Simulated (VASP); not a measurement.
Input of a VASP 6.6.1 run:

Contents of INCAR:

```
SYSTEM = W
ALGO = Normal
EDIFF = 1E-6
ENCUT = 500
GGA = PE
GGA_COMPAT = .False.
ISIF = 2
ISMEAR = 0
LASPH = .True.
LCHARG = .False.
LMAXMIX = 4
LORBIT = 11
LORBMOM = .True.
LREAL = .False.
LSORBIT = .True.
LWAVE = .False.
MAGMOM = 0 0 0
NBANDS = 25
NELM = 200
PREC = Accurate
SIGMA = 0.1
```

Contents of KPOINTS:

```
k-points
0
Gamma
  18 18 18
  0 0 0
```

POSCAR

```
W
1.0
   -1.6081064233      1.6081064233      1.6081064233
    1.6081064233     -1.6081064233      1.6081064233
    1.6081064233      1.6081064233     -1.6081064233
W
1
Direct
    0.0000000000      0.0000000000      0.0000000000
```

Potentials or basis: VASP PAW PBE potentials, release 64 (W_sv).

Command:

```bash
$ cat potpaw_PBE.64/W_sv/POTCAR > POTCAR
$ mpirun -np 1 vasp_ncl > vasp.out
```

(1) Estimate the net moment.

(2) Predict the pressure.

Results:

(1) 0.00 μB per cell.

(2) -7.3 GPa.

Caveat: the cell stands under tension.
